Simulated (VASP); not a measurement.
# SiC (l.b) (F-43m) in VASP: notebook

SiC (l.b) is run at these levels: LDA; tasks: single point, relaxation of cell and atoms.

All numbers are computed with VASP 6.6.1; they aren't measurements. Logs are shortened: lines on timing, memory, paths and dates and some standing lists are left out, and cuts for length are marked.

**1. The cell of the first run**

Symmetry: F-43m, No. 216, cubic system. Conventional cell: a = 4.329 Å, b = 4.329 Å, c = 4.329 Å, α = 90.00°, β = 90.00°, γ = 90.00°. Si (site symmetry -43m) has 4 C at 1.87 Å within 2.5 Å. Within 2.5 Å of C (site symmetry -43m) lie 4 Si at 1.87 Å.

**2. Single point, LDA**

The input, INCAR:

```
SYSTEM = SiC
  PREC = Accurate
  ENCUT = 600
  EDIFF = 1E-6
  ISMEAR = 0
  SIGMA = 0.02
  LREAL = .FALSE.
  LASPH = .TRUE.
  NELM = 120
  ALGO = Normal
  ISIF = 2
  LWAVE = .FALSE.
  LCHARG = .FALSE.
  GGA = CA
  NBANDS = 11
  GGA_COMPAT = .FALSE.
```

The input, KPOINTS:

```
regular mesh
0
G
  12 12 12
  0 0 0
```

The input, POSCAR:

```
SiC
1.0
    0.0000000000      2.1645334607      2.1645334607
    2.1645334607      0.0000000000      2.1645334607
    2.1645334607      2.1645334607      0.0000000000
Si C
1 1
Direct
    0.0000000000      0.0000000000      0.0000000000
    0.2500000000      0.2500000000      0.2500000000
```

Potentials or basis: VASP PAW LDA potentials, release 64 (Si, C).

The run is started by

```
cat potpaw_LDA.64/Si/POTCAR potpaw_LDA.64/C/POTCAR > POTCAR
mpirun -np 1 vasp_std > vasp.out
```

OUTCAR:

```text
SYSTEM = SiC
   PREC = Accurate
   ENCUT = 600
   EDIFF = 1E-6
   ISMEAR = 0
   LREAL = .FALSE.
   LASPH = .TRUE.
   NELM = 120
   ISIF = 2
   GGA = CA

 ion  position               nearest neighbor table
   1  0.000  0.000  0.000-   2 1.87   2 1.87   2 1.87   2 1.87
   2  0.250  0.250  0.250-   1 1.87   1 1.87   1 1.87   1 1.87

  LATTYP: Found a face centered cubic cell.
 ALAT       =     4.3290669214

  Lattice vectors:

 A1 = (   0.0000000000,   2.1645334607,   2.1645334607)
 A2 = (   2.1645334607,   0.0000000000,   2.1645334607)
 A3 = (   2.1645334607,   2.1645334607,   0.0000000000)

Analysis of symmetry for initial positions (statically):
=====================================================================
 Subroutine PRICEL returns:
 Original cell was already a primitive cell.

 Routine SETGRP: Setting up the symmetry group for a
 face centered cubic supercell.

 Subroutine GETGRP returns: Found 24 space group operations
 (whereof 24 operations were pure point group operations)
 out of a pool of 48 trial point group operations.

The static configuration has the point symmetry T_d .

Analysis of symmetry for dynamics (positions and initial velocities):
=====================================================================
 Subroutine PRICEL returns:
 Original cell was already a primitive cell.

 Routine SETGRP: Setting up the symmetry group for a
 face centered cubic supercell.

 Subroutine GETGRP returns: Found 24 space group operations
 (whereof 24 operations were pure point group operations)
 out of a pool of 48 trial point group operations.

The dynamic configuration has the point symmetry T_d .

 Subroutine INISYM returns: Found 24 space group operations
 (whereof 24 operations are pure point group operations),
 and found     1 'primitive' translations

----------------------------------------------------------------------------------------

                                     Primitive cell

  volume of cell :      20.2826

  direct lattice vectors                    reciprocal lattice vectors
     0.000000000  2.164533461  2.164533461    -0.230996660  0.230996660  0.230996660
     2.164533461  0.000000000  2.164533461     0.230996660 -0.230996660  0.230996660
     2.164533461  2.164533461  0.000000000     0.230996660  0.230996660 -0.230996660

  length of vectors
     3.061112576  3.061112576  3.061112576     0.400097952  0.400097952  0.400097952

  position of ions in fractional coordinates (direct lattice)
     0.000000000  0.000000000  0.000000000
     0.250000000  0.250000000  0.250000000

  ion indices of the primitive-cell ions
   primitive index   ion index
                 1           1
                 2           2

----------------------------------------------------------------------------------------

 KPOINTS: regular mesh

Automatic generation of k-mesh.
 Grid dimensions read from file:
 generate k-points for:   12   12   12

 Generating k-lattice:

  Cartesian coordinates                     Fractional coordinates (reciprocal lattice)
    -0.019249722  0.019249722  0.019249722     0.083333333  0.000000000  0.000000000
     0.019249722 -0.019249722  0.019249722     0.000000000  0.083333333  0.000000000
     0.019249722  0.019249722 -0.019249722     0.000000000  0.000000000  0.083333333

  Length of vectors
     0.033341496  0.033341496  0.033341496

  Shift w.r.t. Gamma in fractional coordinates (k-lattice)
     0.000000000  0.000000000  0.000000000

 Subroutine IBZKPT returns following result:
 ===========================================

 Found     72 irreducible k-points:

 Following reciprocal coordinates:
            Coordinates               Weight
  0.000000  0.000000  0.000000      1.000000
  0.083333  0.000000  0.000000      8.000000
  0.166667  0.000000  0.000000      8.000000
  0.250000  0.000000  0.000000      8.000000
  0.333333  0.000000  0.000000      8.000000
  0.416667  0.000000  0.000000      8.000000
[... 16 lines left out ...]
  0.500000  0.166667  0.000000     24.000000
 -0.416667  0.166667  0.000000     24.000000
 [... further k-points ...]
   k-points           NKPTS =     72   k-points in BZ     NKDIM =     72   number of bands    NBANDS=     11
   number of dos      NEDOS =    301   number of ions     NIONS =      2
   total plane-waves  NPLWV =  13824
   dimension x,y,z NGX =    24 NGY =   24 NGZ =   24
   dimension x,y,z NGXF=    48 NGYF=   48 NGZF=   48
   ions per type =               1   1
   NGX,Y,Z   is equivalent  to a cutoff of  13.03, 13.03, 13.03 a.u.
   NGXF,Y,Z  is equivalent  to a cutoff of  26.07, 26.07, 26.07 a.u.
 SYSTEM =  SiC
   PREC   = accura    normal or accurate (medium, high low for compatibility)
   ISTART =      0    job   : 0-new  1-cont  2-samecut
   ICHARG =      2    charge: 1-file 2-atom 10-const
   ISPIN  =      1    spin polarized calculation?
   LNONCOLLINEAR =      F non collinear calculations
   LSORBIT =      F    spin-orbit coupling
   LASPH  =      T    aspherical Exc in radial PAW
   ENCUT  =  600.0 eV  44.10 Ry    6.64 a.u.   6.11  6.11  6.11*2*pi/ulx,y,z
   NELM   =    120;   NELMIN=  2; NELMDL= -5     # of ELM steps
   EDIFF  = 0.1E-05   stopping-criterion for ELM
   LREAL  =      F    real-space projection
   EDIFFG = 0.1E-04   stopping-criterion for IOM
   NSW    =      0    number of steps for IOM
   IBRION =     -1    ionic relax: 0-MD 1-quasi-New 2-CG
   NFREE  =      0    steps in history (QN), initial steepest desc. (CG)
   ISIF   =      2    stress and relaxation
   ISYM   =      2    0-nonsym 1-usesym 2-fastsym
   POTIM  = 0.5000    time-step for ionic-motion
   TEBEG  =    0.0;   TEEND  =   0.0 temperature during run
   PSTRESS=    0.0 pullay stress
   NELECT =       8.0000    total number of electrons
   NUPDOWN=      -1.0000    fix difference up-down
   EMIN   =  10.00;   EMAX   =-10.00  energy-range for DOS
   EFERMI =   0.00;   METHOD = LEGACY
   ISMEAR =     0;   SIGMA  =   0.02  broadening in eV -4-tet -1-fermi 0-gaus
   EFERMI_NEDOS =   21; number of points for ismear=-14 and -15
   IALGO  =     38    algorithm
   IMIX   =      4    mixing-type and parameters
     AMIX     =   0.40;   BMIX     =  1.00
     AMIX_MAG =   1.60;   BMIX_MAG =  1.00
  volume/ion in A,a.u.               =      10.14        68.44
  Fermi-wavevector in a.u.,A,eV,Ry     =   1.200597  2.268799 19.611883  1.441433
  Thomas-Fermi vector in A             =   2.336428
   LORBIT       =      0    0 simple, 1 ext, 2 COOP (PROOUT), +10 PAW based schemes
   GGA     = CA    functional components
   LHFCALC =     F    Hartree Fock is set to
   AEXX    =    0.0000 exact exchange contribution
   IVDW    =     0    specifies the selected vdW correction
   LEPSILON=     F    determine dielectric tensor
   LRPA    =     F    only Hartree local field effects (RPA)
 non-spin polarized calculation
 Gauss-broadening in eV      SIGMA  =   0.02
  energy-cutoff  :      600.00
  volume of cell :       20.28
 maximum number of plane-waves:       700
   NGX = 13   NGY = 13   NGZ = 13

 number of electron       8.0000000 magnetization

 Free energy of the ion-electron system (eV)
  ---------------------------------------------------
  ext. energy  EPLUGINS =         0.00000000
  ---------------------------------------------------
  free energy    TOTEN  =       -16.64476279 eV

  energy without entropy =      -16.64476279  energy(sigma->0) =      -16.64476279

 E-fermi :   8.4835     XC(G=0): -11.6419

 val. band max:        8.2896022523   @ k =   0.0000   0.0000   0.0000
 cond. band min:       9.5775751083   @ k =   0.5000   0.5000   0.0000
 fundamental gap:      1.2879728560
 Fermi energy:         8.4834640445

 k-point     1 :       0.0000    0.0000    0.0000
  band No.  band energies     occupation
      1      -7.1829      2.00000
      2       8.2896      2.00000
      3       8.2896      2.00000
      4       8.2896      2.00000
      5      14.8171      0.00000
      6      15.6204      0.00000
      7      15.6204      0.00000
      8      15.6204      0.00000
      9      22.8663      0.00000
     10      22.8663      0.00000
     11      24.7727      0.00000

 k-point     2 :       0.0833    0.0000    0.0000
  band No.  band energies     occupation
      1      -7.0446      2.00000
      2       7.5694      2.00000
      3       8.1937      2.00000
      4       8.1937      2.00000
      5      14.9938      0.00000
      6      15.7976      0.00000
      7      15.7976      0.00000
      8      15.8158      0.00000
      9      22.0956      0.00000
     10      22.0956      0.00000
     11      24.6502      0.00000

 k-point     3 :       0.1667    0.0000    0.0000
  band No.  band energies     occupation
      1      -6.6331      2.00000
      2       5.9237      2.00000
      3       7.9568      2.00000
      4       7.9568      2.00000
      5      14.7752      0.00000
      6      16.1395      0.00000
      7      16.1395      0.00000
      8      16.7579      0.00000
      9      21.2888      0.00000
     10      21.2888      0.00000
     11      23.9256      0.00000

 k-point     4 :       0.2500    0.0000    0.0000
  band No.  band energies     occupation
      1      -5.9623      2.00000
      2       3.9840      2.00000
      3       7.6788      2.00000
      4       7.6788      2.00000
      5      14.4089      0.00000
      6      16.2116      0.00000
      7      16.2116      0.00000
      8      17.7211      0.00000
      9      21.4356      0.00000
     10      21.4356      0.00000
     11      23.4220      0.00000
[... 239 lines left out ...]
 k-point    22 :       0.4167    0.1667    0.0000
  band No.  band energies     occupation
      1      -4.2821      2.00000
      2       1.7998      2.00000
      3       5.9628      2.00000
      4       6.4327      2.00000
      5      13.0491      0.00000
      6      16.2470      0.00000
      7      17.5992      0.00000
      8      17.8523      0.00000
      9      21.7794      0.00000
     10      25.6397      0.00000
     11      26.2390      0.00000

 k-point    23 :       0.5000    0.1667    0.0000
  band No.  band energies     occupation
      1      -3.3571      2.00000
      2       0.4254      2.00000
      3       5.4979      2.00000
      4       6.5169      2.00000
      5      13.1022      0.00000
      6      16.1839      0.00000
      7      17.1553      0.00000
      8      18.9855      0.00000
      9      22.2517      0.00000
     10      25.6320      0.00000
     11      26.5306      0.00000

 k-point    24 :      -0.4167    0.1667    0.0000
  band No.  band energies     occupation
      1      -3.1616      2.00000
      2       0.1699      2.00000
      3       5.1770      2.00000
      4       6.7613      2.00000
      5      13.4144      0.00000
      6      16.0986      0.00000
      7      16.8324      0.00000
      8      19.5117      0.00000
      9      22.9802      0.00000
     10      23.7344      0.00000
     11      26.5198      0.00000

 [... further k-points ...]
[... 5 lines left out ...]
  --------------------------------------------------------------------------------------
  -------------------------------------------------------------------------------------
  Total        0.0308450      0.0308450      0.0308450      0.0000000      0.0000000     -0.0000000
  in kB        2.4365316      2.4365316      2.4365316      0.0000000      0.0000000     -0.0000000
  external PRESSURE =       2.4365316 kB  Pullay stress =       0.0000000 kB

 VOLUME and BASIS-vectors are now :
 -----------------------------------------------------------------------------
  energy-cutoff  :      600.00
  volume of cell :       20.28
      direct lattice vectors                 reciprocal lattice vectors
     0.000000000  2.164533461  2.164533461    -0.230996660  0.230996660  0.230996660
     2.164533461  0.000000000  2.164533461     0.230996660 -0.230996660  0.230996660
     2.164533461  2.164533461  0.000000000     0.230996660  0.230996660 -0.230996660

 POSITION                                       TOTAL-FORCE (eV/Angst)
 -----------------------------------------------------------------------------------
      0.00000      0.00000      0.00000        -0.000000      0.000000      0.000000
      1.08227      1.08227      1.08227         0.000000     -0.000000     -0.000000
 -----------------------------------------------------------------------------------
    total drift:                                0.000000      0.000000      0.000000

  FREE ENERGIE OF THE ION-ELECTRON SYSTEM (eV)
  ---------------------------------------------------
  free  energy   TOTEN  =       -16.6447627901 eV

  energy  without entropy=      -16.6447627901  energy(sigma->0) =      -16.64476279
```

Run time: 7.2 s. Hardware: 1 thread of Intel Xeon Platinum 8259CL at 2.50GHz (Skylake/Cascade Lake), shared host; peak memory 0.13 GiB.

What came out:

```yaml
Free_energy: -16.6448 eV
Pressure: 0.2 GPa
Band_gap_on_the_k_mesh: 1.29 eV, indirect (least direct gap 4.52 eV)
```

A k mesh can miss the band edges.

**3. Relaxation of cell and atoms, LDA**

This run uses another cell than the first one, of 10.36 Å³/atom, 1.022 times its volume.

The input, INCAR:

```
SYSTEM = SiC
PREC = Accurate
ENCUT = 600
EDIFF = 1E-7
ISMEAR = 0
SIGMA = 0.02
LREAL = .FALSE.
LASPH = .TRUE.
NELM = 120
ALGO = Normal
ISIF = 3
LWAVE = .FALSE.
LCHARG = .FALSE.
GGA = CA
IBRION = 2
NSW = 100
EDIFFG = -0.002
GGA_COMPAT = .FALSE.
NELMIN = 4
```

The input, KPOINTS:

```
Automatic mesh
0
G
  10 10 10
  0 0 0
```

The input, POSCAR:

```
SiC
1.0
    0.0000000000      2.1800000000      2.1800000000
    2.1800000000      0.0000000000      2.1800000000
    2.1800000000      2.1800000000      0.0000000000
Si C
1 1
Direct
    0.0000000000      0.0000000000      0.0000000000
    0.2500000000      0.2500000000      0.2500000000
```

Potentials or basis: VASP PAW LDA potentials, release 64 (Si, C).

The run is started by

```
cat potpaw_LDA.64/Si/POTCAR potpaw_LDA.64/C/POTCAR > POTCAR
mpirun -np 1 vasp_std > vasp.out
```

Wall time 20 s (1 thread of Intel Xeon Platinum 8259CL at 2.50GHz (Skylake/Cascade Lake), shared host); peak memory 0.14 GiB.

It converged, with:

- Free energy: -16.6452 eV
- Relaxed volume: 10.15 Å³/atom
- Relaxed cell: a = 3.062 Å, b = 3.062 Å, c = 3.062 Å, α = 60.00°, β = 60.00°, γ = 60.00°
- Space group after relaxing (to 0.05 Å): F-43m (No. 216)
- Energy gained by relaxing: 3.0 meV/atom
- Ionic steps: 3
- Pressure after relaxing: 0.0 GPa
- Band gap on the k mesh: 1.29 eV, indirect (least direct gap 4.52 eV)

The path:
```
step  energy change (eV)  largest force (eV/Å)  pressure (GPa)  volume (Å³)
   1              0.0000                0.0000           -4.48        20.72
   2              0.0010                0.0000            5.20        19.86
   3             -0.0059                0.0000           -0.02        20.30
```

Final structure:
```cif
data_structure
_symmetry_space_group_name_H-M 'P 1'
_symmetry_Int_Tables_number 1
_cell_length_a 3.0622
_cell_length_b 3.0622
_cell_length_c 3.0622
_cell_angle_alpha 60.000
_cell_angle_beta 60.000
_cell_angle_gamma 60.000
_cell_volume 20.30
loop_
_atom_site_label
_atom_site_type_symbol
_atom_site_fract_x
_atom_site_fract_y
_atom_site_fract_z
_atom_site_occupancy
Si1 Si 0.00000 0.00000 0.00000 1
C1 C 0.25000 0.25000 0.25000 1
```

Levels at points of the mesh, in eV from the valence-band top:
| k point | band 1 | band 2 | band 3 | band 4 | band 5 | band 6 | band 7 | band 8 |
| --- | --- | --- | --- | --- | --- | --- | --- | --- |
| (0.00, 0.00, 0.00) | -15.46 | 0.00 | 0.00 | 0.00 | 6.52 | 7.32 | 7.32 | 7.32 |
| (0.50, 0.00, 0.00) | -11.77 | -8.66 | -1.06 | -1.06 | 5.56 | 7.21 | 7.21 | 10.02 |
| (0.50, 0.50, 0.00) | -10.27 | -7.87 | -3.23 | -3.23 | 1.29 | 4.26 | 14.05 | 14.05 |

A k mesh can miss the band edges.
